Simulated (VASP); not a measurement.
# Si2Mo (P2_1/m) in VASP: single point with PBE

Aim: the single point of Si2Mo with PBE.

All numbers are computed with VASP 6.6.1; they aren't measurements. Logs are shortened: lines on timing, memory, paths and dates and some standing lists are left out, and cuts for length are marked.

## (1) The cell of the first run

The structure is monoclinic, space group P2_1/m (No. 11). The conventional cell has a = 3.217 Å, b = 3.217 Å, c = 15.749 Å, α = 90.00°, β = 91.17°, γ = 90.00°. Si (site symmetry m) has 9 Si at 2.60 to 3.22 Å and 5 Mo at 2.62 to 2.64 Å within 3.4 Å. Si (site symmetry m) has 9 Si at 2.46 to 3.22 Å and 5 Mo at 2.62 to 2.66 Å within 3.3 Å. Within 3.4 Å of Si (site symmetry m) lie 9 Si at 2.60 to 3.22 Å and 5 Mo at 2.62 to 2.64 Å. Within 3.4 Å of Si (site symmetry m) lie 9 Si at 2.60 to 3.22 Å and 5 Mo at 2.62 to 2.64 Å. Within 3.5 Å of Mo (site symmetry m) lie 10 Si at 2.62 to 2.64 Å and 4 Mo at 3.22 Å. Within 3.5 Å of Mo (site symmetry m) lie 10 Si at 2.62 to 2.66 Å and 4 Mo at 3.22 Å.

## (2) Single point, PBE

INCAR

```
SYSTEM = Si2Mo
PREC = Accurate
ENCUT = 520
EDIFF = 1E-6
ISMEAR = 0
SIGMA = 0.15
LREAL = .FALSE.
LASPH = .TRUE.
NELM = 80
ALGO = Fast
ISIF = 2
LWAVE = .FALSE.
LCHARG = .TRUE.
GGA = PE
LELF = .TRUE.
LVHAR = .TRUE.
NBANDS = 56
```

KPOINTS

```
regular mesh
0
G
  14 14 3
  0 0 0
```

POSCAR

```
Si2Mo
1.0
   -3.2168473663      0.0000000000      0.0000000000
    0.0000000000     -3.2168473663      0.0000000000
   -0.3216847366      0.0000000000     15.7460400265
Si Mo
8 4
Direct
    0.4707450430      0.5000000000      0.2925495698
    0.9957450430      1.0000000000      0.0425495698
    0.4207450430      0.5000000000      0.7925495698
    0.9457450430      1.0000000000      0.5425495698
    0.4542549570      0.5000000000      0.4574504302
    0.9792549570      1.0000000000      0.2074504302
    0.4042549570      0.5000000000      0.9574504302
    0.9292549570      1.0000000000      0.7074504302
   -0.0375000000      0.0000000000      0.3750000000
    0.4875000000      0.5000000000      0.1250000000
   -0.0875000000      0.0000000000      0.8750000000
    0.4375000000      0.5000000000      0.6250000000
```

Potentials or basis: VASP PAW PBE potentials, release 64 (Si, Mo_sv).

Run with:

```bash
cat potpaw_PBE.64/Si/POTCAR potpaw_PBE.64/Mo_sv/POTCAR > POTCAR
mpirun -np 1 vasp_std > vasp.out
```

OUTCAR:

```text
SYSTEM = Si2Mo
   PREC = Accurate
   ENCUT = 520
   EDIFF = 1E-6
   ISMEAR = 0
   LREAL = .FALSE.
   LASPH = .TRUE.
   NELM = 80
   ISIF = 2
   GGA = PE

 ion  position               nearest neighbor table
   1  0.471  0.500  0.293-   5 2.60   9 2.62   9 2.62   9 2.62   9 2.62  10 2.64   6 2.64   6 2.64
                             6 2.64   6 2.64
   2  0.996  0.000  0.043-   7 2.46   7 2.46   6 2.60  10 2.62  10 2.62  10 2.62  10 2.62  11 2.66
                             7 2.85   7 2.85
   3  0.421  0.500  0.793-   7 2.60  11 2.62  11 2.62  11 2.62  11 2.62  12 2.64   8 2.64   8 2.64
                             8 2.64   8 2.64
   4  0.946  0.000  0.543-   8 2.60  12 2.62  12 2.62  12 2.62  12 2.62   9 2.64   5 2.64   5 2.64
                             5 2.64   5 2.64
   5  0.454  0.500  0.457-   1 2.60   9 2.62   9 2.62   9 2.62   9 2.62  12 2.64   4 2.64   4 2.64
                             4 2.64   4 2.64
   6  0.979  0.000  0.207-   2 2.60  10 2.62  10 2.62  10 2.62  10 2.62   9 2.64   1 2.64   1 2.64
                             1 2.64   1 2.64
   7  0.404  0.500  0.957-   2 2.46   2 2.46   3 2.60  11 2.62  11 2.62  11 2.62  11 2.62  10 2.66
                             2 2.85   2 2.85
   8  0.929  0.000  0.707-   4 2.60  12 2.62  12 2.62  12 2.62  12 2.62  11 2.64   3 2.64   3 2.64
                             3 2.64   3 2.64
   9  0.962  0.000  0.375-   5 2.62   5 2.62   1 2.62   1 2.62   1 2.62   1 2.62   5 2.62   5 2.62
                             4 2.64   6 2.64
  10  0.487  0.500  0.125-   6 2.62   6 2.62   2 2.62   2 2.62   2 2.62   2 2.62   6 2.62   6 2.62
                             1 2.64   7 2.66
  11  0.913  0.000  0.875-   3 2.62   3 2.62   7 2.62   7 2.62   7 2.62   7 2.62   3 2.62   3 2.62
                             8 2.64   2 2.66
  12  0.438  0.500  0.625-   4 2.62   4 2.62   8 2.62   8 2.62   4 2.62   8 2.62   4 2.62   8 2.62
                             5 2.64   3 2.64

  LATTYP: Found a simple monoclinic cell.
 ALAT       =     3.2168473663
 B/A-ratio  =     1.0000000000
 C/A-ratio  =     4.8958883745
 COS(beta)  =    -0.0204253023

  Lattice vectors:

 A1 = (  -3.2168473663,   0.0000000000,   0.0000000000)
 A2 = (   0.0000000000,   3.2168473663,   0.0000000000)
 A3 = (   0.3216847366,   0.0000000000, -15.7460400265)

Analysis of symmetry for initial positions (statically):
=====================================================================
 Subroutine PRICEL returns:
 Original cell was already a primitive cell.

 Routine SETGRP: Setting up the symmetry group for a
 simple monoclinic supercell.

 Subroutine GETGRP returns: Found  4 space group operations
 (whereof  2 operations were pure point group operations)
 out of a pool of  4 trial point group operations.

The static configuration has the point symmetry C_1h.
 The point group associated with its full space group is C_2h.

Analysis of symmetry for dynamics (positions and initial velocities):
=====================================================================
 Subroutine PRICEL returns:
 Original cell was already a primitive cell.

 Routine SETGRP: Setting up the symmetry group for a
 simple monoclinic supercell.

 Subroutine GETGRP returns: Found  4 space group operations
 (whereof  2 operations were pure point group operations)
 out of a pool of  4 trial point group operations.

The dynamic configuration has the point symmetry C_1h.
 The point group associated with its full space group is C_2h.

 Subroutine INISYM returns: Found  4 space group operations
 (whereof  2 operations are pure point group operations),
 and found     1 'primitive' translations

----------------------------------------------------------------------------------------

                                     Primitive cell

  volume of cell :     162.9417

  direct lattice vectors                    reciprocal lattice vectors
    -3.216847366  0.000000000  0.000000000    -0.310863366  0.000000000 -0.006350803
     0.000000000 -3.216847366  0.000000000     0.000000000 -0.310863366  0.000000000
    -0.321684737  0.000000000 15.746040026     0.000000000  0.000000000  0.063508031

  length of vectors
     3.216847366  3.216847366 15.749325623     0.310928231  0.310863366  0.063508031

[... 38 lines left out ...]

  Cartesian coordinates                     Fractional coordinates (reciprocal lattice)
    -0.022204526  0.000000000 -0.000453629     0.071428571  0.000000000  0.000000000
     0.000000000 -0.022204526  0.000000000     0.000000000  0.071428571  0.000000000
     0.000000000  0.000000000  0.021169344     0.000000000  0.000000000  0.333333333

  Length of vectors
     0.022209159  0.022204526  0.021169344

  Shift w.r.t. Gamma in fractional coordinates (k-lattice)
     0.000000000  0.000000000  0.000000000

 Subroutine IBZKPT returns following result:
 ===========================================

 Found    176 irreducible k-points:

 Following reciprocal coordinates:
            Coordinates               Weight
  0.000000  0.000000  0.000000      1.000000
  0.071429  0.000000 -0.000000      2.000000
  0.142857  0.000000 -0.000000      2.000000
  0.214286  0.000000 -0.000000      2.000000
  0.285714  0.000000 -0.000000      2.000000
  0.357143  0.000000 -0.000000      2.000000
[... 16 lines left out ...]
  0.428571  0.142857 -0.000000      4.000000
  0.500000  0.142857 -0.000000      2.000000
 [... further k-points ...]
   k-points           NKPTS =    176   k-points in BZ     NKDIM =    176   number of bands    NBANDS=     56
   number of dos      NEDOS =    301   number of ions     NIONS =     12
   total plane-waves  NPLWV =  69120
   dimension x,y,z NGX =    24 NGY =   24 NGZ =  120
   dimension x,y,z NGXF=    48 NGYF=   48 NGZF=  240
   ions per type =               8   4
   NGX,Y,Z   is equivalent  to a cutoff of  12.40, 12.40, 12.67 a.u.
   NGXF,Y,Z  is equivalent  to a cutoff of  24.81, 24.81, 25.33 a.u.
 SYSTEM =  Si2Mo
   PREC   = accura    normal or accurate (medium, high low for compatibility)
   ISTART =      0    job   : 0-new  1-cont  2-samecut
   ICHARG =      2    charge: 1-file 2-atom 10-const
   ISPIN  =      1    spin polarized calculation?
   LNONCOLLINEAR =      F non collinear calculations
   LSORBIT =      F    spin-orbit coupling
   LASPH  =      T    aspherical Exc in radial PAW
   ENCUT  =  520.0 eV  38.22 Ry    6.18 a.u.   5.98  5.98 29.28*2*pi/ulx,y,z
   NELM   =     80;   NELMIN=  2; NELMDL= -5     # of ELM steps
   EDIFF  = 0.1E-05   stopping-criterion for ELM
   LREAL  =      F    real-space projection
   EDIFFG = 0.1E-04   stopping-criterion for IOM
   NSW    =      0    number of steps for IOM
   IBRION =     -1    ionic relax: 0-MD 1-quasi-New 2-CG
   NFREE  =      0    steps in history (QN), initial steepest desc. (CG)
   ISIF   =      2    stress and relaxation
   ISYM   =      2    0-nonsym 1-usesym 2-fastsym
   POTIM  = 0.5000    time-step for ionic-motion
   TEBEG  =    0.0;   TEEND  =   0.0 temperature during run
   PSTRESS=    0.0 pullay stress
   NELECT =      88.0000    total number of electrons
   NUPDOWN=      -1.0000    fix difference up-down
   EMIN   =  10.00;   EMAX   =-10.00  energy-range for DOS
   EFERMI =   0.00;   METHOD = LEGACY
   ISMEAR =     0;   SIGMA  =   0.15  broadening in eV -4-tet -1-fermi 0-gaus
   EFERMI_NEDOS =   21; number of points for ismear=-14 and -15
   IALGO  =     68    algorithm
   IMIX   =      4    mixing-type and parameters
     AMIX     =   0.40;   BMIX     =  1.00
     AMIX_MAG =   1.60;   BMIX_MAG =  1.00
  volume/ion in A,a.u.               =      13.58        91.63
  Fermi-wavevector in a.u.,A,eV,Ry     =   1.333189  2.519361 24.182889  1.777392
  Thomas-Fermi vector in A             =   2.462066
   LORBIT       =      0    0 simple, 1 ext, 2 COOP (PROOUT), +10 PAW based schemes
   GGA     = PE    functional components
   LHFCALC =     F    Hartree Fock is set to
   AEXX    =    0.0000 exact exchange contribution
   IVDW    =     0    specifies the selected vdW correction
   LEPSILON=     F    determine dielectric tensor
   LRPA    =     F    only Hartree local field effects (RPA)
 non-spin polarized calculation
 RMM-DIIS sequential band-by-band and
 Gauss-broadening in eV      SIGMA  =   0.15
  energy-cutoff  :      520.00
  volume of cell :      162.94
 maximum number of plane-waves:      4432
   NGX = 11   NGY = 11   NGZ = 59

 number of electron      88.0000008 magnetization

 Free energy of the ion-electron system (eV)
  ---------------------------------------------------
  ext. energy  EPLUGINS =         0.00000000
  ---------------------------------------------------
  free energy    TOTEN  =       -92.79322604 eV

  energy without entropy =      -92.78099061  energy(sigma->0) =      -92.78710832

 E-fermi :  12.0880     XC(G=0): -12.3676

 val. band max:       11.9202668897   @ k =   0.0714   0.0714  -0.0000
 cond. band min:      12.0890515070   @ k =   0.0000   0.0714   0.3333
 fundamental gap:      0.1687846173
 Fermi energy:        12.0879747323

 k-point     1 :       0.0000    0.0000    0.0000
  band No.  band energies     occupation
      1     -48.6661      2.00000
      2     -48.6658      2.00000
      3     -48.6620      2.00000
      4     -48.6618      2.00000
      5     -22.8367      2.00000
      6     -22.8267      2.00000
[... 1405 lines left out ...]
     55      15.6687      0.00000
     56      15.8565      0.00000

 [... further k-points ...]

------------------------ aborting loop because EDIFF is reached ----------------------------------------

  FORCE on cell =-STRESS in cart. coord.  units (eV):
  Direction    XX          YY          ZZ          XY          YZ          ZX
  --------------------------------------------------------------------------------------
  -------------------------------------------------------------------------------------
  Total        0.3868414      0.8400635      0.6533644      0.0000000      0.0000000      3.6069449
  in kB        3.8037442      8.2601978      6.4244179      0.0000000      0.0000000     35.4664586
  external PRESSURE =       6.1627866 kB  Pullay stress =       0.0000000 kB

 VOLUME and BASIS-vectors are now :
 -----------------------------------------------------------------------------
  energy-cutoff  :      520.00
  volume of cell :      162.94
      direct lattice vectors                 reciprocal lattice vectors
    -3.216847366  0.000000000  0.000000000    -0.310863366  0.000000000 -0.006350803
     0.000000000 -3.216847366  0.000000000     0.000000000 -0.310863366  0.000000000
    -0.321684737  0.000000000 15.746040026     0.000000000  0.000000000  0.063508031

 POSITION                                       TOTAL-FORCE (eV/Angst)
 -----------------------------------------------------------------------------------
     -1.60842     -1.60842      4.60650        -0.010667      0.000000     -0.018383
     -3.21685      0.00000      0.66999         0.934406      0.000000      0.387185
     -1.60842     -1.60842     12.47952         0.023334      0.000000     -0.005301
     -3.21685      0.00000      8.54301         0.004176      0.000000     -0.000778
     -1.60842     -1.60842      7.20303        -0.004176      0.000000      0.000778
     -3.21685      0.00000      3.26652        -0.023334      0.000000      0.005301
     -1.60842     -1.60842     15.07605        -0.934406      0.000000     -0.387185
     -3.21685      0.00000     11.13954         0.010667      0.000000      0.018383
     -3.21685      0.00000      5.90477        -0.008540      0.000000     -0.001965
     -1.60842     -1.60842      1.96826         0.676113      0.000000      0.026532
     -3.21685      0.00000     13.77779        -0.676113      0.000000     -0.026532
     -1.60842     -1.60842      9.84128         0.008540      0.000000      0.001965
 -----------------------------------------------------------------------------------
    total drift:                               -0.000015     -0.000000      0.000004

  FREE ENERGIE OF THE ION-ELECTRON SYSTEM (eV)
  ---------------------------------------------------
  free  energy   TOTEN  =       -92.7932260350 eV

  energy  without entropy=      -92.7809906139  energy(sigma->0) =      -92.78710832
```

Run time: 39 min. Hardware: 1 thread of Oxide Virtual Turin-like, shared host; peak memory 1 GiB.

Results:

```yaml
Free_energy: -92.7932 eV
Pressure: 0.6 GPa
Largest_force: 1.011 eV/Å
Band_gap_on_the_k_mesh: zero (bands 44 and 45 overlap by 0.65 eV)
```

Forces in eV/Å, atoms in the order of the input:
```
Si  -0.011  0.000 -0.018
Si   0.934  0.000  0.387
Si   0.023  0.000 -0.005
Si   0.004  0.000 -0.001
Si  -0.004  0.000  0.001
Si  -0.023  0.000  0.005
Si  -0.934  0.000 -0.387
Si   0.011  0.000  0.018
Mo  -0.009  0.000 -0.002
Mo   0.676  0.000  0.027
Mo  -0.676  0.000 -0.027
Mo   0.009  0.000  0.002
```

Levels at points of the mesh, in eV from the Fermi level:
```
           k point  band 42  band 43  band 44  band 45  band 46  band 47
(0.00, 0.00, 0.00)    -0.45     0.35     0.40     0.41     0.47     1.33
(0.50, 0.00, 0.00)    -0.69    -0.53    -0.47     1.71     1.90     2.18
(0.00, 0.50, 0.00)    -0.67    -0.50    -0.50     1.81     1.81     2.18
(0.50, 0.50, 0.00)    -1.94    -1.19    -1.19     0.24     0.24     2.24
```

Caveat: forces of over 1 eV/Å act on the atoms, so gaps and moduli don't describe the material at rest.
